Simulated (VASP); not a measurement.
Mn, 1 atom in the cell. Symmetry: Fm-3m, No. 225, cubic system. Conventional cell: a = 3.429 Å, b = 3.429 Å, c = 3.429 Å, α = 90.00°, β = 90.00°, γ = 90.00°. Mn (site symmetry m-3m) has 12 Mn at 2.42 Å within 3.2 Å. 

```yaml
Program: VASP 6.6.1
Task: single point
Functional: LDA
Potentials_or_basis: VASP PAW LDA potentials, release 64 (Mn_pv)
Cutoff: 520 eV
k_mesh: 16 × 16 × 16
Occupations: fermi-dirac, width 0.05 eV
Spin: collinear spin, ferromagnetic start
Starting_moments: "[4.0] μB"
Dipole_correction: no
Further_INCAR_settings: ALGO = Normal; EDIFF = 1e-07; NBANDS = 16
```

Potentials or basis: VASP PAW LDA potentials, release 64 (Mn_pv).

Run with:

```sh
$ cat potpaw_LDA.64/Mn_pv/POTCAR > POTCAR
$ mpirun -np 1 vasp_std > vasp.out
```

Hardware: 1 thread of AMD EPYC 7R13 Processor (Zen 3), on a shared host.

Task: Estimate the wall time of this run.

Result: Wall time 30 s on 1 thread of AMD EPYC 7R13 Processor (Zen 3), on a shared host, peak memory 0.11 GiB. Counts: scf iterations 14, k points 145.
